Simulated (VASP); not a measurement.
# Al: single point with PBE+D3(BJ)

The system is Al.

```
CELL_PARAMETERS angstrom
0.00000 2.05434 1.99362
2.05434 0.00000 1.99362
2.05434 2.05434 0.00000
ATOMIC_POSITIONS crystal
Al 0.00000 0.00000 0.00000
```

This cell differs from its parent crystal: strain +0.015 along x and y, -0.015 along z.

- Program: VASP 6.6.1
- Task: single point
- Functional: PBE
- Dispersion: D3(BJ)
- Potentials or basis: VASP PAW PBE potentials, release 64 (Al)
- Cutoff: 520 eV
- k mesh: 20 × 20 × 20
- Occupations: gaussian, width 0.15 eV
- Spin: no spin polarisation

* Pressure: -4.7 GPa
* Dispersion energy per atom: -0.330 eV

Stress tensor (GPa, compression positive):
```
-4.98  0.00  0.00
 0.00 -4.98  0.00
 0.00  0.00 -4.19
```

Levels at points of the mesh, in eV from the Fermi level:
| k point | band 1 | band 2 | band 3 | band 4 | band 5 |
| --- | --- | --- | --- | --- | --- |
| (0.00, 0.00, 0.00) | -11.03 | 12.39 | 12.39 | 12.71 | 13.77 |
| (0.50, 0.00, 0.00) | -4.54 | -4.38 | 10.82 | 11.02 | 11.47 |
| (0.50, 0.50, 0.00) | -2.61 | -1.21 | 5.00 | 5.12 | 5.12 |
| (0.50, 0.00, 0.50) | -3.04 | -1.83 | 5.35 | 5.57 | 5.77 |

Run time: 21 s on 1 thread of Intel(R) Xeon(R) 6975P-C (Granite Rapids), with other jobs on the host, peak memory 0.2 GiB.

Caveat: the cell differs from its parent crystal (strain +0.015 along x and y, -0.015 along z); pairwise dispersion overbinds metals, which lowers pressure and volume.
